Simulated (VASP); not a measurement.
# Ta4O: single point with PBEsol

The system is Ta4O.

```xyz
5
Lattice="3.2320 -0.0152 0.0289 -0.0152 3.2608 -0.0240 0.0656 -0.0545 7.3831" Properties=species:S:1:pos:R:3 pbc="T T T"
Ta    0.2126    0.0295    3.6626
Ta    1.6923    1.5293    5.7842
Ta    1.6097    1.6448    1.6614
Ta    0.0871    0.0392   -0.0730
O     1.5980    1.4360    3.8045
```

```
Program             : VASP 6.6.1
Task                : single point
Functional          : PBEsol
Potentials or basis : VASP PAW PBE potentials, release 64 (Ta_pv, O)
Cutoff              : 520 eV
k mesh              : 4 × 4 × 2
Occupations         : gaussian, width 0.1 eV
Spin                : no spin polarisation
```

```json
{
 "Pressure": "0.2 GPa",
 "Largest force": "2.839 eV/Å",
 "Band gap on the k mesh": "zero (band 25 reaches 6.60 eV, above the bottom of band 26 at 5.41 eV)"
}
```

Forces in eV/Å, atoms in the order of the input:
```
Ta  -2.186 -1.802 -0.184
Ta   1.101  0.836  0.868
Ta   0.880  0.187 -0.206
Ta  -1.010 -0.562  1.205
O    1.215  1.341 -1.683
```

Stress tensor (GPa, compression positive):
```
 0.18  5.40  0.83
 5.40  1.50  0.83
 0.83  0.83 -1.13
```

Levels at points of the mesh, in eV from the Fermi level:
```
           k point  band 23  band 24  band 25  band 26  band 27  band 28
(0.00, 0.00, 0.00)    -0.56    -0.25    -0.03     0.76     1.03     1.28
(0.50, 0.00, 0.00)    -0.84    -0.52     0.37     0.76     1.15     1.37
(0.00, 0.50, 0.00)    -0.80    -0.52     0.32     0.69     1.06     1.49
(0.50, 0.50, 0.00)    -1.29    -0.66    -0.53     1.05     2.23     2.92
(0.00, 0.00, 0.50)    -0.43    -0.05     0.14     0.55     0.93     1.21
(0.50, 0.00, 0.50)    -0.98    -0.54    -0.37     0.85     1.41     1.83
(0.00, 0.50, 0.50)    -0.87    -0.51    -0.19     0.77     1.15     1.68
(0.50, 0.50, 0.50)    -1.61     0.11     0.27     0.57     2.08     2.29
```

Run time: 75 s on 1 thread of AMD EPYC 7R43 64-Core Processor (Zen 3), on a shared host, peak memory 0.15 GiB.

Caveat: the k points lie up to 0.49 Å⁻¹ apart; the PAW data sets were made with another functional, which shifts forces and pressure a little; spin-orbit coupling is left out, which moves the levels of the heavy elements.
